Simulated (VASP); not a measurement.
# Ga (Fd-3m) in VASP: a series of runs

The runs below take Ga through single point, relaxation of cell and atoms, with r2SCAN.

Everything below comes from runs of VASP 6.6.1. Logs are shortened: lines on timing, memory, paths and dates and some standing lists are left out, and cuts for length are marked.

### Step 1. The cell of the first run

It takes space group Fd-3m (No. 227, cubic). Conventional cell: a = 5.853 Å, b = 5.853 Å, c = 5.853 Å, α = 90.00°, β = 90.00°, γ = 90.00°. Ga (site symmetry -43m) has 4 Ga at 2.53 Å within 3.3 Å.

This isn't the form of Ga at room conditions, which is orthorhombic.

### Step 2. Single point, r2SCAN (25.06 Å³/atom)

The input, POSCAR:

```
Ga
1.0
    0.0000000000      2.9265352323      2.9265352323
    2.9265352323      0.0000000000      2.9265352323
    2.9265352323      2.9265352323      0.0000000000
Ga
2
Direct
    0.1250000000      0.1250000000      0.1250000000
    0.8750000000      0.8750000000      0.8750000000
```

The input, INCAR.step1:

```
PREC     = Accurate       # precision mode
ENCUT    = 520            # plane-wave cutoff, eV
ISMEAR   = -1             # smearing method
SIGMA    = 0.1            # smearing width, eV
LREAL    = F              # projectors in reciprocal space
LASPH    = T              # aspherical terms in the spheres
NELM     = 80             # most SCF steps
NBANDS   = 20             # bands
GGA      = PE             # functional
ALGO     = Normal         # electronic algorithm
EDIFF    = 1E-4           # SCF threshold, eV
LWAVE    = T              # write WAVECAR
LCHARG   = F              # write CHGCAR
```

The input, INCAR.step2:

```
PREC     = Accurate       # precision mode
ENCUT    = 520            # plane-wave cutoff, eV
EDIFF    = 1E-7           # SCF threshold, eV
ISMEAR   = -1             # smearing method
SIGMA    = 0.1            # smearing width, eV
LREAL    = F              # projectors in reciprocal space
LASPH    = T              # aspherical terms in the spheres
NELM     = 80             # most SCF steps
ALGO     = Normal         # electronic algorithm
ISIF     = 2              # what is computed and relaxed
LWAVE    = F              # write WAVECAR
LCHARG   = F              # write CHGCAR
METAGGA  = R2SCAN         # meta-GGA
LMIXTAU  = T            
NBANDS   = 20             # bands
ISTART   = 1
```

The input, KPOINTS:

```
Automatic mesh
0
Gamma
  11 11 11
```

Potentials or basis: VASP PAW PBE potentials, release 64 (Ga_d).

Command:

```
$ cat potpaw_PBE.64/Ga_d/POTCAR > POTCAR
$ cp INCAR.step1 INCAR
$ mpirun -np 1 vasp_std > vasp.out
$ cp INCAR.step2 INCAR
$ mpirun -np 1 vasp_std > vasp.out
```

OUTCAR:

```text
PREC = Accurate
   ENCUT = 520
   EDIFF = 1E-7
   ISMEAR = -1
   LREAL = F
   LASPH = T
   NELM = 80
   ISIF = 2
   METAGGA = R2SCAN
   ISTART = 1

 ion  position               nearest neighbor table
   1  0.125  0.125  0.125-   2 2.53   2 2.53   2 2.53   2 2.53
   2  0.875  0.875  0.875-   1 2.53   1 2.53   1 2.53   1 2.53

  LATTYP: Found a face centered cubic cell.
 ALAT       =     5.8530704646

  Lattice vectors:

 A1 = (   0.0000000000,   2.9265352323,   2.9265352323)
 A2 = (   2.9265352323,   0.0000000000,   2.9265352323)
 A3 = (   2.9265352323,   2.9265352323,   0.0000000000)

Analysis of symmetry for initial positions (statically):
=====================================================================
 Subroutine PRICEL returns:
 Original cell was already a primitive cell.

 Routine SETGRP: Setting up the symmetry group for a
 face centered cubic supercell.

 Subroutine GETGRP returns: Found 48 space group operations
 (whereof 12 operations were pure point group operations)
 out of a pool of 48 trial point group operations.

The static configuration has the point symmetry D_3d.
 The point group associated with its full space group is O_h .

Analysis of symmetry for dynamics (positions and initial velocities):
=====================================================================
 Subroutine PRICEL returns:
 Original cell was already a primitive cell.

 Routine SETGRP: Setting up the symmetry group for a
 face centered cubic supercell.

 Subroutine GETGRP returns: Found 48 space group operations
 (whereof 12 operations were pure point group operations)
 out of a pool of 48 trial point group operations.

The dynamic configuration has the point symmetry D_3d.
 The point group associated with its full space group is O_h .

 Subroutine INISYM returns: Found 48 space group operations
 (whereof 12 operations are pure point group operations),
 and found     1 'primitive' translations

----------------------------------------------------------------------------------------

                                     Primitive cell

  volume of cell :      50.1293

  direct lattice vectors                    reciprocal lattice vectors
     0.000000000  2.926535232  2.926535232    -0.170850497  0.170850497  0.170850497
     2.926535232  0.000000000  2.926535232     0.170850497 -0.170850497  0.170850497
     2.926535232  2.926535232  0.000000000     0.170850497  0.170850497 -0.170850497

  length of vectors
[... 77 lines left out ...]
   LNONCOLLINEAR =      F non collinear calculations
   LSORBIT =      F    spin-orbit coupling
   LASPH  =      T    aspherical Exc in radial PAW
   ENCUT  =  520.0 eV  38.22 Ry    6.18 a.u.   7.70  7.70  7.70*2*pi/ulx,y,z
   NELM   =     80;   NELMIN=  2; NELMDL=  0     # of ELM steps
   EDIFF  = 0.1E-06   stopping-criterion for ELM
   LREAL  =      F    real-space projection
   EDIFFG = 0.1E-05   stopping-criterion for IOM
   NSW    =      0    number of steps for IOM
   IBRION =     -1    ionic relax: 0-MD 1-quasi-New 2-CG
   NFREE  =      0    steps in history (QN), initial steepest desc. (CG)
   ISIF   =      2    stress and relaxation
   ISYM   =      2    0-nonsym 1-usesym 2-fastsym
   POTIM  = 0.5000    time-step for ionic-motion
   TEBEG  =    0.0;   TEEND  =   0.0 temperature during run
   PSTRESS=    0.0 pullay stress
   NELECT =      26.0000    total number of electrons
   NUPDOWN=      -1.0000    fix difference up-down
   EMIN   =  10.00;   EMAX   =-10.00  energy-range for DOS
   EFERMI =   0.00;   METHOD = LEGACY
   ISMEAR =    -1;   SIGMA  =   0.10  broadening in eV -4-tet -1-fermi 0-gaus
   EFERMI_NEDOS =   21; number of points for ismear=-14 and -15
   IALGO  =     38    algorithm
   IMIX   =      4    mixing-type and parameters
     AMIX     =   0.40;   BMIX     =  1.00
     AMIX_MAG =   1.60;   BMIX_MAG =  1.00
  volume/ion in A,a.u.               =      25.06       169.14
  Fermi-wavevector in a.u.,A,eV,Ry     =   1.315332  2.485618 23.539431  1.730099
  Thomas-Fermi vector in A             =   2.445522
   LORBIT       =      0    0 simple, 1 ext, 2 COOP (PROOUT), +10 PAW based schemes
   METAGGA = R2SCAN    functional components
   LHFCALC =     F    Hartree Fock is set to
   AEXX    =    0.0000 exact exchange contribution
   IVDW    =     0    specifies the selected vdW correction
   LEPSILON=     F    determine dielectric tensor
   LRPA    =     F    only Hartree local field effects (RPA)
 non-spin polarized calculation
  energy-cutoff  :      520.00
  volume of cell :       50.13
 maximum number of plane-waves:      1363
   NGX = 15   NGY = 15   NGZ = 15

 number of electron      25.9999995 magnetization

 Free energy of the ion-electron system (eV)
  ---------------------------------------------------
  ext. energy  EPLUGINS =         0.00000000
  ---------------------------------------------------
  free energy    TOTEN  =       -22.26632558 eV

  energy without entropy =      -22.22530031  energy(sigma->0) =      -22.24581295

 E-fermi :   2.4689     XC(G=0): -10.1803

 val. band max:        2.4578901482   @ k =   0.3636   0.1818   0.0909
 cond. band min:       2.4912662880   @ k =  -0.2727   0.3636   0.0909
 fundamental gap:      0.0333761398
 Fermi energy:         2.4688655371

 k-point     1 :       0.0000    0.0000    0.0000
  band No.  band energies     occupation
      1     -12.7566      2.00000
      2     -12.7566      2.00000
      3     -12.7566      2.00000
      4     -12.7129      2.00000
      5     -12.7129      2.00000
      6     -12.3896      2.00000
[... 541 lines left out ...]
     19      11.7105      0.00000
     20      14.2613      0.00000

 [... further k-points ...]

------------------------ aborting loop because EDIFF is reached ----------------------------------------

  FORCE on cell =-STRESS in cart. coord.  units (eV):
  Direction    XX          YY          ZZ          XY          YZ          ZX
  --------------------------------------------------------------------------------------
  -------------------------------------------------------------------------------------
  Total       -0.5025449     -0.5025449     -0.5025449      0.0000000     -0.0000000      0.0000000
  in kB      -16.0617986    -16.0617986    -16.0617986      0.0000000     -0.0000000      0.0000000
  external PRESSURE =     -16.0617986 kB  Pullay stress =       0.0000000 kB

 VOLUME and BASIS-vectors are now :
 -----------------------------------------------------------------------------
  energy-cutoff  :      520.00
  volume of cell :       50.13
      direct lattice vectors                 reciprocal lattice vectors
     0.000000000  2.926535232  2.926535232    -0.170850497  0.170850497  0.170850497
     2.926535232  0.000000000  2.926535232     0.170850497 -0.170850497  0.170850497
     2.926535232  2.926535232  0.000000000     0.170850497  0.170850497 -0.170850497

 POSITION                                       TOTAL-FORCE (eV/Angst)
 -----------------------------------------------------------------------------------
      0.73163      0.73163      0.73163         0.000000      0.000000      0.000000
      5.12144      5.12144      5.12144        -0.000000     -0.000000     -0.000000
 -----------------------------------------------------------------------------------
    total drift:                                0.000000      0.000000     -0.000000

  FREE ENERGIE OF THE ION-ELECTRON SYSTEM (eV)
  ---------------------------------------------------
  free  energy   TOTEN  =       -22.2663255844 eV

  energy  without entropy=      -22.2253003143  energy(sigma->0) =      -22.24581295
```

OUTCAR.step1:

```text
PREC = Accurate
   ENCUT = 520
   ISMEAR = -1
   LREAL = F
   LASPH = T
   NELM = 80
[... 772 lines left out ...]
 -----------------------------------------------------------------------------------
      0.73163      0.73163      0.73163        -0.000000      0.000000     -0.000000
      5.12144      5.12144      5.12144         0.000000     -0.000000      0.000000
 -----------------------------------------------------------------------------------
    total drift:                                0.000000      0.000000     -0.000000

  FREE ENERGIE OF THE ION-ELECTRON SYSTEM (eV)
  ---------------------------------------------------
  free  energy   TOTEN  =        -5.2737106071 eV

  energy  without entropy=       -5.2312744967  energy(sigma->0) =       -5.25249255
```

OSZICAR.step1:

```text
N       E                     dE             d eps       ncg     rms          rms(c)
DAV:   1     0.137848206586E+03    0.13785E+03   -0.13532E+04  2288   0.224E+03
DAV:   2     0.789554953985E+01   -0.12995E+03   -0.12698E+03  2280   0.388E+02
DAV:   3    -0.505497503472E+01   -0.12951E+02   -0.12891E+02  2556   0.100E+02
DAV:   4    -0.528132158351E+01   -0.22635E+00   -0.22623E+00  2544   0.145E+01
DAV:   5    -0.528525354836E+01   -0.39320E-02   -0.39315E-02  2648   0.187E+00    0.148E+00
DAV:   6    -0.527171733813E+01    0.13536E-01   -0.59167E-02  2972   0.385E+00    0.813E-01
DAV:   7    -0.527347763786E+01   -0.17603E-02   -0.12144E-02  3296   0.158E+00    0.207E-01
DAV:   8    -0.527366561781E+01   -0.18798E-03   -0.27386E-03  2796   0.642E-01    0.280E-02
DAV:   9    -0.527371060709E+01   -0.44989E-04   -0.17358E-04  2068   0.148E-01
   1 F= -.52737106E+01 E0= -.52524926E+01  d E =-.424361E-01
```

Wall time 1.9 min (1 thread of AMD EPYC 9R45 (Zen 5), shared host); peak memory 0.18 GiB.

Results:

```
Free energy            : -22.2663 eV
Pressure               : -1.6 GPa
Band gap on the k mesh : zero (bands 13 and 14 overlap by 3.99 eV)
```

Caveat: the PAW data sets were made with another functional, which shifts forces and pressure a little.

### Step 3. Single point, r2SCAN (26.03 Å³/atom)

This run uses another cell than the first one, of 26.03 Å³/atom.

The input, POSCAR:

```
Ga
1.0
    0.0000000000      2.9635839151      2.9635839151
    2.9635839151      0.0000000000      2.9635839151
    2.9635839151      2.9635839151      0.0000000000
Ga
2
Direct
    0.1250000000      0.1250000000      0.1250000000
    0.8750000000      0.8750000000      0.8750000000
```

The input, INCAR.step1:

```
SYSTEM = Ga
  PREC = Accurate
  ENCUT = 520
  ISMEAR = -1
  SIGMA = 0.1
  LREAL = .FALSE.
  LASPH = .TRUE.
  NELM = 100
  NBANDS = 20
  GGA = PE
  ALGO = Normal
  EDIFF = 1E-4
  LWAVE = .TRUE.
  LCHARG = .FALSE.
```

The input, INCAR.step2:

```
SYSTEM = Ga
  PREC = Accurate
  ENCUT = 520
  EDIFF = 1E-6
  ISMEAR = -1
  SIGMA = 0.1
  LREAL = .FALSE.
  LASPH = .TRUE.
  NELM = 100
  ALGO = Normal
  ISIF = 2
  LWAVE = .FALSE.
  LCHARG = .FALSE.
  METAGGA = R2SCAN
  LMIXTAU = .TRUE.
  NBANDS = 20
  ISTART = 1
```

The input, KPOINTS:

```
regular mesh
0
G
  11 11 11
  0 0 0
```

Potentials or basis: VASP PAW PBE potentials, release 64 (Ga_d).

Command:

```
$ cat potpaw_PBE.64/Ga_d/POTCAR > POTCAR
$ cp INCAR.step1 INCAR
$ mpirun -np 1 vasp_std > vasp.out
$ cp INCAR.step2 INCAR
$ mpirun -np 1 vasp_std > vasp.out
```

OUTCAR:

```text
SYSTEM = Ga
   PREC = Accurate
   ENCUT = 520
   EDIFF = 1E-6
   ISMEAR = -1
   LREAL = .FALSE.
   LASPH = .TRUE.
   NELM = 100
   ISIF = 2
   METAGGA = R2SCAN
   ISTART = 1

 ion  position               nearest neighbor table
   1  0.125  0.125  0.125-   2 2.57   2 2.57   2 2.57   2 2.57
   2  0.875  0.875  0.875-   1 2.57   1 2.57   1 2.57   1 2.57

  LATTYP: Found a face centered cubic cell.
 ALAT       =     5.9271678302

  Lattice vectors:

 A1 = (   0.0000000000,   2.9635839151,   2.9635839151)
 A2 = (   2.9635839151,   0.0000000000,   2.9635839151)
 A3 = (   2.9635839151,   2.9635839151,   0.0000000000)

Analysis of symmetry for initial positions (statically):
=====================================================================
 Subroutine PRICEL returns:
 Original cell was already a primitive cell.

 Routine SETGRP: Setting up the symmetry group for a
 face centered cubic supercell.

 Subroutine GETGRP returns: Found 48 space group operations
 (whereof 12 operations were pure point group operations)
 out of a pool of 48 trial point group operations.

The static configuration has the point symmetry D_3d.
 The point group associated with its full space group is O_h .

Analysis of symmetry for dynamics (positions and initial velocities):
=====================================================================
 Subroutine PRICEL returns:
 Original cell was already a primitive cell.

 Routine SETGRP: Setting up the symmetry group for a
 face centered cubic supercell.

 Subroutine GETGRP returns: Found 48 space group operations
 (whereof 12 operations were pure point group operations)
 out of a pool of 48 trial point group operations.

The dynamic configuration has the point symmetry D_3d.
 The point group associated with its full space group is O_h .

[... 109 lines left out ...]
   NELECT =      26.0000    total number of electrons
   NUPDOWN=      -1.0000    fix difference up-down
   EMIN   =  10.00;   EMAX   =-10.00  energy-range for DOS
   EFERMI =   0.00;   METHOD = LEGACY
   ISMEAR =    -1;   SIGMA  =   0.10  broadening in eV -4-tet -1-fermi 0-gaus
   EFERMI_NEDOS =   21; number of points for ismear=-14 and -15
   IALGO  =     38    algorithm
   IMIX   =      4    mixing-type and parameters
     AMIX     =   0.40;   BMIX     =  1.00
     AMIX_MAG =   1.60;   BMIX_MAG =  1.00
  volume/ion in A,a.u.               =      26.03       175.65
  Fermi-wavevector in a.u.,A,eV,Ry     =   1.298889  2.454544 22.954562  1.687113
  Thomas-Fermi vector in A             =   2.430188
   LORBIT       =      0    0 simple, 1 ext, 2 COOP (PROOUT), +10 PAW based schemes
   METAGGA = R2SCAN    functional components
   LHFCALC =     F    Hartree Fock is set to
   AEXX    =    0.0000 exact exchange contribution
   IVDW    =     0    specifies the selected vdW correction
   LEPSILON=     F    determine dielectric tensor
   LRPA    =     F    only Hartree local field effects (RPA)
 non-spin polarized calculation
  energy-cutoff  :      520.00
  volume of cell :       52.06
 maximum number of plane-waves:      1412
   NGX = 15   NGY = 15   NGZ = 15

 number of electron      26.0000025 magnetization

 Free energy of the ion-electron system (eV)
  ---------------------------------------------------
  ext. energy  EPLUGINS =         0.00000000
  ---------------------------------------------------
  free energy    TOTEN  =       -22.23918389 eV

  energy without entropy =      -22.19632987  energy(sigma->0) =      -22.21775688

 E-fermi :   2.2333     XC(G=0):  -9.9922

 val. band max:        2.2242683324   @ k =   0.3636   0.1818   0.0909
 cond. band min:       2.2636219366   @ k =   0.1818   0.0909   0.0000
 fundamental gap:      0.0393536042
 Fermi energy:         2.2332967389

 k-point     1 :       0.0000    0.0000    0.0000
  band No.  band energies     occupation
      1     -12.9693      2.00000
      2     -12.9693      2.00000
      3     -12.9692      2.00000
      4     -12.9282      2.00000
      5     -12.9282      2.00000
      6     -12.6304      2.00000
[... 541 lines left out ...]
     19      11.3447      0.00000
     20      13.7519      0.00000

 [... further k-points ...]

------------------------ aborting loop because EDIFF is reached ----------------------------------------

  FORCE on cell =-STRESS in cart. coord.  units (eV):
  Direction    XX          YY          ZZ          XY          YZ          ZX
  --------------------------------------------------------------------------------------
  -------------------------------------------------------------------------------------
  Total       -0.9099719     -0.9099719     -0.9099719     -0.0000000      0.0000000     -0.0000000
  in kB      -28.0063727    -28.0063727    -28.0063727     -0.0000000      0.0000000     -0.0000000
  external PRESSURE =     -28.0063727 kB  Pullay stress =       0.0000000 kB

 VOLUME and BASIS-vectors are now :
 -----------------------------------------------------------------------------
  energy-cutoff  :      520.00
  volume of cell :       52.06
      direct lattice vectors                 reciprocal lattice vectors
     0.000000000  2.963583915  2.963583915    -0.168714642  0.168714642  0.168714642
     2.963583915  0.000000000  2.963583915     0.168714642 -0.168714642  0.168714642
     2.963583915  2.963583915  0.000000000     0.168714642  0.168714642 -0.168714642

 POSITION                                       TOTAL-FORCE (eV/Angst)
 -----------------------------------------------------------------------------------
      0.74090      0.74090      0.74090        -0.000000     -0.000000     -0.000000
      5.18627      5.18627      5.18627         0.000000      0.000000      0.000000
 -----------------------------------------------------------------------------------
    total drift:                                0.000000      0.000000     -0.000000

  FREE ENERGIE OF THE ION-ELECTRON SYSTEM (eV)
  ---------------------------------------------------
  free  energy   TOTEN  =       -22.2391838908 eV

  energy  without entropy=      -22.1963298663  energy(sigma->0) =      -22.21775688
```

Wall time 1.9 min (1 thread of AMD EPYC 9R45 (Zen 5), shared host); peak memory 0.18 GiB.

Results:

```yaml
Free_energy: -22.2392 eV
Pressure: -2.8 GPa
Band_gap_on_the_k_mesh: zero (bands 13 and 14 overlap by 3.82 eV)
```

Caveat: the PAW data sets were made with another functional, which shifts forces and pressure a little.

[end of part 1 of 2]
